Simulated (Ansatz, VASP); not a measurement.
# One calculation of Bi, two programs

```xyz
1
Lattice="0.0000 2.4730 2.4730 2.4730 0.0000 2.4730 2.4730 2.4730 0.0000" Properties=species:S:1:pos:R:3 pbc="T T T"
Bi    0.0000    0.0000    0.0000
```

Alike in both runs: functional PBEsol; k mesh 14 × 14 × 14; occupations fermi-dirac, width 0.05 eV; no spin polarisation.

Ansatz relaxed the structure, and its values are those at the end. VASP's run is a single point on that final structure, the one shown.

|  | VASP | Ansatz |
| --- | --- | --- |
| version | VASP 6.6.1 | Ansatz 0.2.0 |
| potentials or method | VASP PAW PBE potentials, release 64 (Bi_d) | PAW with Ansatz's default frozen-core files, scalar-relativistic |
| plane-wave cutoff (eV) | 500 | 420 |
| valence electrons in the cell | 15 | 15 |

|  | VASP | Ansatz | Ansatz less VASP |
| --- | --- | --- | --- |
| pressure (GPa) | 0.0 | 0.0 | +0.05 |

VASP's potentials were made for PBE, not for PBEsol. The functional is the same, so the differences come from potentials, cutoffs and numerics.

Spin-orbit coupling is off throughout.
